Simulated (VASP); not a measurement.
Input of a VASP 6.6.1 run:

INCAR

```
ALGO = Normal
EDIFF = 1E-6
ENCUT = 500
GGA = PE
GGA_COMPAT = False
ISIF = 2
ISMEAR = -1
LASPH = True
LCHARG = False
LREAL = False
LWAVE = False
NBANDS = 12
NELM = 120
PREC = Accurate
SIGMA = 0.04
```

KPOINTS

```
k-points
0
Gamma
  4 4 4
```

The input POSCAR:

```
Au
1.0
    0.0000000000      2.0350000000      2.0350000000
    2.0350000000      0.0000000000      2.0350000000
    2.0350000000      2.0350000000      0.0000000000
Au
1
Direct
    0.0000000000      0.0000000000      0.0000000000
```

Potentials or basis: VASP PAW PBE potentials, release 64 (Au).

Launch:

```sh
$ cat potpaw_PBE.64/Au/POTCAR > POTCAR
$ mpirun -np 1 vasp_std > vasp.out
```

(1) Predict the pressure.

## Answers

(1) 13.1 GPa.

Caveat: the k points lie up to 0.67 Å⁻¹ apart.
